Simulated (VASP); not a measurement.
# CoSi (P2_13) in VASP: notebook

Runs on CoSi. Level: r2SCAN. Tasks: single point.

All numbers are computed with VASP 6.6.1; they aren't measurements. Logs are shortened: lines on timing, memory, paths and dates and some standing lists are left out, and cuts for length are marked.

### Step 1. The cell of the first run

It takes space group P2_13 (No. 198, cubic). Conventional cell: a = 4.426 Å, b = 4.426 Å, c = 4.426 Å, α = 90.00°, β = 90.00°, γ = 90.00°. Within 3.1 Å of Co (site symmetry 3) lie 7 Si at 2.32 to 2.42 Å and 6 Co at 2.72 Å. Si (site symmetry 3) has 7 Co at 2.32 to 2.42 Å and 6 Si at 2.74 Å within 3.1 Å.

### Step 2. Single point, r2SCAN (volume changed by +3%)

The input, POSCAR:

```
CoSi
1.0
    4.4263972852      0.0000000000      0.0000000000
    0.0000000000      4.4263972852      0.0000000000
    0.0000000000      0.0000000000      4.4263972852
Co Si
4 4
Direct
    0.1456935066      0.1456935066      0.1456935066
    0.3543064934      0.8543064934      0.6456935066
    0.6456935066      0.3543064934      0.8543064934
    0.8543064934      0.6456935066      0.3543064934
    0.8436267003      0.8436267003      0.8436267003
    0.6563732997      0.1563732997      0.3436267003
    0.3436267003      0.6563732997      0.1563732997
    0.1563732997      0.3436267003      0.6563732997
```

The input, INCAR.step1:

```
ALGO     = Normal         # electronic algorithm
EDIFF    = 1E-4           # SCF threshold, eV
ENCUT    = 520            # plane-wave cutoff, eV
GGA      = PE             # functional
ISMEAR   = -1             # smearing method
LASPH    = T              # aspherical terms in the spheres
LCHARG   = F              # write CHGCAR
LREAL    = F              # projectors in reciprocal space
LWAVE    = T              # write WAVECAR
NBANDS   = 36             # bands
NELM     = 60             # most SCF steps
PREC     = Accurate       # precision mode
SIGMA    = 0.02           # smearing width, eV
```

The input, INCAR.step2:

```
ALGO     = Normal         # electronic algorithm
EDIFF    = 1E-7           # SCF threshold, eV
ENCUT    = 520            # plane-wave cutoff, eV
ISIF     = 2              # what is computed and relaxed
ISMEAR   = -1             # smearing method
ISTART   = 1            
LASPH    = T              # aspherical terms in the spheres
LCHARG   = F              # write CHGCAR
LMIXTAU  = T            
LREAL    = F              # projectors in reciprocal space
LWAVE    = F              # write WAVECAR
METAGGA  = R2SCAN         # meta-GGA
NBANDS   = 36             # bands
NELM     = 60             # most SCF steps
PREC     = Accurate       # precision mode
SIGMA    = 0.02           # smearing width, eV
```

The input, KPOINTS:

```
k-points
0
Gamma
  6 6 6
```

Potentials or basis: VASP PAW PBE potentials, release 64 (Co, Si).

The run is started by

```console
$ cat potpaw_PBE.64/Co/POTCAR potpaw_PBE.64/Si/POTCAR > POTCAR
$ cp INCAR.step1 INCAR
$ mpirun -np 1 vasp_std > vasp.out
$ cp INCAR.step2 INCAR
$ mpirun -np 1 vasp_std > vasp.out
```

OUTCAR:

```text
EDIFF = 1E-7
   ENCUT = 520
   ISIF = 2
   ISMEAR = -1
   ISTART = 1
   LASPH = T
   LREAL = F
   METAGGA = R2SCAN
   NELM = 60
   PREC = Accurate

 ion  position               nearest neighbor table
   1  0.146  0.146  0.146-   5 2.32   6 2.34   7 2.34   8 2.34   7 2.42   8 2.42   6 2.42   4 2.72
                             4 2.72   2 2.72   2 2.72   3 2.72   3 2.72
   2  0.354  0.854  0.646-   6 2.32   5 2.34   7 2.34   8 2.34   7 2.42   8 2.42   5 2.42   3 2.72
                             3 2.72   1 2.72   4 2.72   4 2.72   1 2.72
   3  0.646  0.354  0.854-   7 2.32   6 2.34   5 2.34   8 2.34   8 2.42   6 2.42   5 2.42   2 2.72
                             2 2.72   1 2.72   4 2.72   4 2.72   1 2.72
   4  0.854  0.646  0.354-   8 2.32   6 2.34   7 2.34   5 2.34   6 2.42   5 2.42   7 2.42   1 2.72
                             1 2.72   2 2.72   3 2.72   2 2.72   3 2.72
   5  0.844  0.844  0.844-   1 2.32   2 2.34   3 2.34   4 2.34   3 2.42   4 2.42   2 2.42   6 2.74
                             7 2.74   8 2.74   6 2.74   8 2.74   7 2.74
   6  0.656  0.156  0.344-   2 2.32   1 2.34   3 2.34   4 2.34   3 2.42   4 2.42   1 2.42   8 2.74
                             5 2.74   5 2.74   7 2.74   7 2.74   8 2.74
   7  0.344  0.656  0.156-   3 2.32   2 2.34   1 2.34   4 2.34   4 2.42   2 2.42   1 2.42   8 2.74
                             5 2.74   8 2.74   6 2.74   6 2.74   5 2.74
   8  0.156  0.344  0.656-   4 2.32   2 2.34   3 2.34   1 2.34   2 2.42   1 2.42   3 2.42   7 2.74
                             5 2.74   7 2.74   5 2.74   6 2.74   6 2.74

  LATTYP: Found a simple cubic cell.
 ALAT       =     4.4263972852

  Lattice vectors:

 A1 = (   4.4263972852,   0.0000000000,   0.0000000000)
 A2 = (   0.0000000000,   4.4263972852,   0.0000000000)
 A3 = (   0.0000000000,   0.0000000000,   4.4263972852)

Analysis of symmetry for initial positions (statically):
=====================================================================
 Subroutine PRICEL returns:
 Original cell was already a primitive cell.

 Routine SETGRP: Setting up the symmetry group for a
 simple cubic supercell.

 Subroutine GETGRP returns: Found 12 space group operations
 (whereof  3 operations were pure point group operations)
 out of a pool of 48 trial point group operations.

The static configuration has the point symmetry C_3 .
 The point group associated with its full space group is T   .

Analysis of symmetry for dynamics (positions and initial velocities):
=====================================================================
 Subroutine PRICEL returns:
 Original cell was already a primitive cell.

 Routine SETGRP: Setting up the symmetry group for a
 simple cubic supercell.

 Subroutine GETGRP returns: Found 12 space group operations
 (whereof  3 operations were pure point group operations)
 out of a pool of 48 trial point group operations.

The dynamic configuration has the point symmetry C_3 .
 The point group associated with its full space group is T   .

 Subroutine INISYM returns: Found 12 space group operations
 (whereof  3 operations are pure point group operations),
 and found     1 'primitive' translations

----------------------------------------------------------------------------------------

                                     Primitive cell

  volume of cell :      86.7264

  direct lattice vectors                    reciprocal lattice vectors
     4.426397285  0.000000000  0.000000000     0.225917362  0.000000000  0.000000000
     0.000000000  4.426397285  0.000000000     0.000000000  0.225917362  0.000000000
     0.000000000  0.000000000  4.426397285     0.000000000  0.000000000  0.225917362

  length of vectors
     4.426397285  4.426397285  4.426397285     0.225917362  0.225917362  0.225917362

  position of ions in fractional coordinates (direct lattice)
     0.145693507  0.145693507  0.145693507
     0.354306493  0.854306493  0.645693507
     0.645693507  0.354306493  0.854306493
     0.854306493  0.645693507  0.354306493
     0.843626700  0.843626700  0.843626700
     0.656373300  0.156373300  0.343626700
     0.343626700  0.656373300  0.156373300
     0.156373300  0.343626700  0.656373300

  ion indices of the primitive-cell ions
   primitive index   ion index
                 1           1
                 2           2
                 3           3
                 4           4
                 5           5
                 6           6
                 7           7
                 8           8

----------------------------------------------------------------------------------------

 KPOINTS: k-points

Automatic generation of k-mesh.
 Grid dimensions read from file:
 generate k-points for:    6    6    6

 Generating k-lattice:

  Cartesian coordinates                     Fractional coordinates (reciprocal lattice)
     0.037652894  0.000000000  0.000000000     0.166666667  0.000000000  0.000000000
     0.000000000  0.037652894  0.000000000     0.000000000  0.166666667  0.000000000
     0.000000000  0.000000000  0.037652894     0.000000000  0.000000000  0.166666667

  Length of vectors
     0.037652894  0.037652894  0.037652894

  Shift w.r.t. Gamma in fractional coordinates (k-lattice)
     0.000000000  0.000000000  0.000000000

 Subroutine IBZKPT returns following result:
 ===========================================

 Found     24 irreducible k-points:

 Following reciprocal coordinates:
            Coordinates               Weight
  0.000000  0.000000  0.000000      1.000000
  0.166667  0.000000  0.000000      6.000000
  0.333333  0.000000  0.000000      6.000000
  0.500000  0.000000  0.000000      3.000000
  0.166667  0.166667  0.000000     12.000000
  0.333333  0.166667  0.000000     12.000000
[... 16 lines left out ...]
  0.500000  0.500000  0.333333      6.000000
  0.500000  0.500000  0.500000      1.000000
   k-points           NKPTS =     24   k-points in BZ     NKDIM =     24   number of bands    NBANDS=     36
   number of dos      NEDOS =    301   number of ions     NIONS =      8
   total plane-waves  NPLWV =  46656
   dimension x,y,z NGX =    36 NGY =   36 NGZ =   36
   dimension x,y,z NGXF=    72 NGYF=   72 NGZF=   72
   ions per type =               4   4
   NGX,Y,Z   is equivalent  to a cutoff of  13.52, 13.52, 13.52 a.u.
   NGXF,Y,Z  is equivalent  to a cutoff of  27.04, 27.04, 27.04 a.u.
 SYSTEM =  unknown system
   PREC   = accura    normal or accurate (medium, high low for compatibility)
   ISTART =      1    job   : 0-new  1-cont  2-samecut
   ICHARG =      0    charge: 1-file 2-atom 10-const
   ISPIN  =      1    spin polarized calculation?
   LNONCOLLINEAR =      F non collinear calculations
   LSORBIT =      F    spin-orbit coupling
   LASPH  =      T    aspherical Exc in radial PAW
   ENCUT  =  520.0 eV  38.22 Ry    6.18 a.u.   8.23  8.23  8.23*2*pi/ulx,y,z
   NELM   =     60;   NELMIN=  2; NELMDL=  0     # of ELM steps
   EDIFF  = 0.1E-06   stopping-criterion for ELM
   LREAL  =      F    real-space projection
   EDIFFG = 0.1E-05   stopping-criterion for IOM
   NSW    =      0    number of steps for IOM
   IBRION =     -1    ionic relax: 0-MD 1-quasi-New 2-CG
   NFREE  =      0    steps in history (QN), initial steepest desc. (CG)
   ISIF   =      2    stress and relaxation
   ISYM   =      2    0-nonsym 1-usesym 2-fastsym
   POTIM  = 0.5000    time-step for ionic-motion
   TEBEG  =    0.0;   TEEND  =   0.0 temperature during run
   PSTRESS=    0.0 pullay stress
   NELECT =      52.0000    total number of electrons
   NUPDOWN=      -1.0000    fix difference up-down
   EMIN   =  10.00;   EMAX   =-10.00  energy-range for DOS
   EFERMI =   0.00;   METHOD = LEGACY
   ISMEAR =    -1;   SIGMA  =   0.02  broadening in eV -4-tet -1-fermi 0-gaus
   EFERMI_NEDOS =   21; number of points for ismear=-14 and -15
   IALGO  =     38    algorithm
   IMIX   =      4    mixing-type and parameters
     AMIX     =   0.40;   BMIX     =  1.00
     AMIX_MAG =   1.60;   BMIX_MAG =  1.00
  volume/ion in A,a.u.               =      10.84        73.16
  Fermi-wavevector in a.u.,A,eV,Ry     =   1.380465  2.608702 25.928418  1.905685
  Thomas-Fermi vector in A             =   2.505340
   LORBIT       =      0    0 simple, 1 ext, 2 COOP (PROOUT), +10 PAW based schemes
   METAGGA = R2SCAN    functional components
   LHFCALC =     F    Hartree Fock is set to
   AEXX    =    0.0000 exact exchange contribution
   IVDW    =     0    specifies the selected vdW correction
   LEPSILON=     F    determine dielectric tensor
   LRPA    =     F    only Hartree local field effects (RPA)
 non-spin polarized calculation
  energy-cutoff  :      520.00
  volume of cell :       86.73
 maximum number of plane-waves:      2360
 NGX is ok and might be reduce to    36
   NGX = 17   NGY = 17   NGZ = 17

 number of electron      52.0000001 magnetization

 Free energy of the ion-electron system (eV)
  ---------------------------------------------------
  ext. energy  EPLUGINS =         0.00000000
  ---------------------------------------------------
  free energy    TOTEN  =       -91.91001645 eV

  energy without entropy =      -91.90831796  energy(sigma->0) =      -91.90916720

 E-fermi :  12.0685     XC(G=0): -13.9215

 val. band max:       12.0602989068   @ k =   0.0000   0.0000   0.0000
 cond. band min:      12.1749945684   @ k =   0.5000   0.5000   0.3333
 fundamental gap:      0.1146956616
 Fermi energy:        12.0685048107

 k-point     1 :       0.0000    0.0000    0.0000
  band No.  band energies     occupation
      1      -2.3790      2.00000
      2       3.4560      2.00000
      3       3.4560      2.00000
      4       3.4560      2.00000
      5       6.2361      2.00000
      6       6.2361      2.00000
[... 28 lines left out ...]
     35      15.7893      0.00000
     36      17.2219      0.00000

 k-point     2 :       0.1667    0.0000    0.0000
  band No.  band energies     occupation
      1      -2.1608      2.00000
      2       2.2732      2.00000
      3       3.5979      2.00000
      4       4.2409      2.00000
      5       5.6897      2.00000
      6       6.3586      2.00000
[... 28 lines left out ...]
     35      16.6254      0.00000
     36      17.5890      0.00000

 k-point     3 :       0.3333    0.0000    0.0000
  band No.  band energies     occupation
      1      -1.5178      2.00000
      2       0.8386      2.00000
      3       4.0037      2.00000
      4       4.8220      2.00000
      5       5.5208      2.00000
      6       6.4995      2.00000
[... 28 lines left out ...]
     35      17.1354      0.00000
     36      18.0767      0.00000
[... 742 lines left out ...]
 k-point    23 :       0.5000    0.5000    0.3333
  band No.  band energies     occupation
      1       1.4707      2.00000
      2       1.4707      2.00000
      3       2.3618      2.00000
      4       2.3618      2.00000
      5       4.6637      2.00000
      6       4.6637      2.00000
[... 28 lines left out ...]
     35      19.0551      0.00000
     36      19.0665      0.00000

 k-point    24 :       0.5000    0.5000    0.5000
  band No.  band energies     occupation
      1       2.1193      2.00000
      2       2.1193      2.00000
      3       2.1193      2.00000
      4       2.1193      2.00000
      5       4.7071      2.00000
      6       4.7071      2.00000
[... 28 lines left out ...]
     35      18.1826      0.00000
     36      18.1826      0.00000

------------------------ aborting loop because EDIFF is reached ----------------------------------------

  FORCE on cell =-STRESS in cart. coord.  units (eV):
  Direction    XX          YY          ZZ          XY          YZ          ZX
  --------------------------------------------------------------------------------------
  -------------------------------------------------------------------------------------
  Total       -3.7048233     -3.7048233     -3.7048233      0.0000000      0.0000000      0.0000000
  in kB      -68.4426651    -68.4426651    -68.4426651      0.0000000      0.0000000      0.0000000
  external PRESSURE =     -68.4426651 kB  Pullay stress =       0.0000000 kB

 VOLUME and BASIS-vectors are now :
 -----------------------------------------------------------------------------
  energy-cutoff  :      520.00
  volume of cell :       86.73
      direct lattice vectors                 reciprocal lattice vectors
     4.426397285  0.000000000  0.000000000     0.225917362  0.000000000  0.000000000
     0.000000000  4.426397285  0.000000000     0.000000000  0.225917362  0.000000000
     0.000000000  0.000000000  4.426397285     0.000000000  0.000000000  0.225917362

 POSITION                                       TOTAL-FORCE (eV/Angst)
 -----------------------------------------------------------------------------------
      0.64490      0.64490      0.64490        -0.034418     -0.034418     -0.034418
      1.56830      3.78150      2.85810         0.034418      0.034418     -0.034418
      2.85810      1.56830      3.78150        -0.034418      0.034418      0.034418
      3.78150      2.85810      1.56830         0.034418     -0.034418      0.034418
      3.73423      3.73423      3.73423        -0.019561     -0.019561     -0.019561
      2.90537      0.69217      1.52103         0.019561      0.019561     -0.019561
      1.52103      2.90537      0.69217        -0.019561      0.019561      0.019561
      0.69217      1.52103      2.90537         0.019561     -0.019561      0.019561
 -----------------------------------------------------------------------------------
    total drift:                               -0.000000     -0.000000      0.000000

  FREE ENERGIE OF THE ION-ELECTRON SYSTEM (eV)
  ---------------------------------------------------
  free  energy   TOTEN  =       -91.9100164476 eV

  energy  without entropy=      -91.9083179596  energy(sigma->0) =      -91.90916720
```

Wall time 3.7 min (1 thread of AMD EPYC 9R45 (Zen 5), shared host); peak memory 0.21 GiB.

Results:

* Free energy: -91.9100 eV
* Pressure: -6.8 GPa
* Largest force: 0.060 eV/Å
* Band gap on the k mesh: zero (band 26 reaches 12.06 eV, above the bottom of band 27 at 11.86 eV)

Forces on the atoms (eV/Å):
```
Co  -0.034 -0.034 -0.034
Co   0.034  0.034 -0.034
Co  -0.034  0.034  0.034
Co   0.034 -0.034  0.034
Si  -0.020 -0.020 -0.020
Si   0.020  0.020 -0.020
Si  -0.020  0.020  0.020
Si   0.020 -0.020  0.020
```

Caveat: the PAW data sets were made with another functional, which shifts forces and pressure a little. Spin polarisation is off, so any magnetic state and its effect on volume and gap are missing.

### Step 3. Single point, r2SCAN (volume changed by +6%)

Changes to POSCAR since step 2:

```diff
@@ -2,5 +2,5 @@
 1.0
-    4.4263972852      0.0000000000      0.0000000000
-    0.0000000000      4.4263972852      0.0000000000
-    0.0000000000      0.0000000000      4.4263972852
+    4.4689614087      0.0000000000      0.0000000000
+    0.0000000000      4.4689614087      0.0000000000
+    0.0000000000      0.0000000000      4.4689614087
 Co Si
```

The input, INCAR.step1:

```
SYSTEM = CoSi
PREC = Accurate
ENCUT = 520
ISMEAR = -1
SIGMA = 0.02
LREAL = .False.
LASPH = .True.
NELM = 100
NBANDS = 36
GGA = PE
ALGO = Normal
EDIFF = 1E-4
LWAVE = .True.
LCHARG = .False.
```

The input, INCAR.step2:

```
SYSTEM = CoSi
PREC = Accurate
ENCUT = 520
EDIFF = 1E-7
ISMEAR = -1
SIGMA = 0.02
LREAL = .False.
LASPH = .True.
NELM = 100
ALGO = Normal
ISIF = 2
LWAVE = .False.
LCHARG = .False.
METAGGA = R2SCAN
LMIXTAU = .True.
NBANDS = 36
ISTART = 1
```

The input, KPOINTS:

```
regular mesh
0
Gamma
  6 6 6
  0 0 0
```

Potentials or basis: VASP PAW PBE potentials, release 64 (Co, Si).

The run is started by

```console
$ cat potpaw_PBE.64/Co/POTCAR potpaw_PBE.64/Si/POTCAR > POTCAR
$ cp INCAR.step1 INCAR
$ mpirun -np 1 vasp_std > vasp.out
$ cp INCAR.step2 INCAR
$ mpirun -np 1 vasp_std > vasp.out
```

Wall time 3.6 min (1 thread of AMD EPYC 9R45 (Zen 5), shared host); peak memory 0.22 GiB.

It converged, with:

- Free energy: -91.7546 eV
- Pressure: -12.7 GPa
- Largest force: 0.117 eV/Å
- Band gap on the k mesh: zero (band 26 reaches 11.62 eV, above the bottom of band 27 at 11.43 eV)

Forces in eV/Å, atoms in the order of the input:
```
Co  -0.068 -0.068 -0.068
Co   0.068  0.068 -0.068
Co  -0.068  0.068  0.068
Co   0.068 -0.068  0.068
Si  -0.039 -0.039 -0.039
Si   0.039  0.039 -0.039
Si  -0.039  0.039  0.039
Si   0.039 -0.039  0.039
```

Levels at points of the mesh, in eV from the Fermi level:
```csv
k point,band 24,band 25,band 26,band 27,band 28,band 29
"(0.00, 0.00, 0.00)",-0.81,-0.01,-0.01,-0.01,2.58,2.58
"(0.50, 0.00, 0.00)",-0.67,-0.48,-0.48,1.01,1.01,1.51
"(0.50, 0.50, 0.00)",-1.02,-0.04,-0.04,0.61,0.61,2.05
"(0.50, 0.50, 0.50)",-1.23,-0.20,-0.20,-0.20,-0.20,5.68
```

Caveat: the PAW data sets were made with another functional, which shifts forces and pressure a little.
